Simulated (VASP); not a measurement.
A run of VASP 6.6.1 is set up as follows.

The input INCAR:

```
SYSTEM = Ta
  PREC = Accurate
  ENCUT = 520
  EDIFF = 1E-6
  ISMEAR = 0
  SIGMA = 0.1
  LREAL = .False.
  LASPH = .True.
  NELM = 80
  ALGO = Fast
  ISIF = 2
  LWAVE = .False.
  LCHARG = .False.
  NBANDS = 12
```

The input KPOINTS:

```
regular mesh
0
Gamma
  8 8 8
  0 0 0
```

POSCAR

```
Ta
1.0
   -1.6234893960      1.6234893960      1.6234893960
    1.6234893960     -1.6234893960      1.6234893960
    1.6234893960      1.6234893960     -1.6234893960
Ta
1
Direct
    0.0000000000      0.0000000000      0.0000000000
```

Potentials or basis: VASP PAW LDA potentials, release 64 (Ta_pv).

The run is started by

```console
$ cat potpaw_LDA.64/Ta_pv/POTCAR > POTCAR
$ mpirun -np 1 vasp_std > vasp.out
```

(1) Estimate the pressure.

Results:

(1) 1.1 GPa.
